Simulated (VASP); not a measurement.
Here is a VASP 6.6.1 calculation.

Contents of INCAR:

```
PREC = Accurate
ENCUT = 520
EDIFF = 1E-6
ISMEAR = -1
SIGMA = 0.1
LREAL = F
LASPH = T
NELM = 80
ALGO = Normal
ISIF = 2
LWAVE = F
LCHARG = F
GGA = PE
NBANDS = 31
```

The input KPOINTS:

```
Automatic mesh
0
Gamma
  16 16 9
```

POSCAR

```
Yb
1.0
    3.5302247025      0.0000000000      0.0000000000
   -1.7651123512      3.0572642734      0.0000000000
    0.0000000000      0.0000000000      5.7942387594
Yb
2
Direct
    0.3333333333      0.6666666667      0.2500000000
    0.6666666667      0.3333333333      0.7500000000
```

Potentials or basis: VASP PAW PBE potentials, release 64 (Yb).

The run is started by

```console
$ cat potpaw_PBE.64/Yb/POTCAR > POTCAR
$ mpirun -np 1 vasp_std > vasp.out
```

**Question.** Estimate the band gap on the k mesh.

**Answer.** Zero (bands 24 and 25 overlap by 0.25 eV).

**Question.** Estimate the pressure.

**Answer.** 2.2 GPa.

Stress tensor (GPa, compression positive):
```
2.16 0.00 0.00
0.00 2.16 0.00
0.00 0.00 2.31
```

Caveat: spin-orbit coupling is left out, which moves the levels of the heavy elements. Spin polarisation is off, so any magnetic state and its effect on volume and gap are missing.
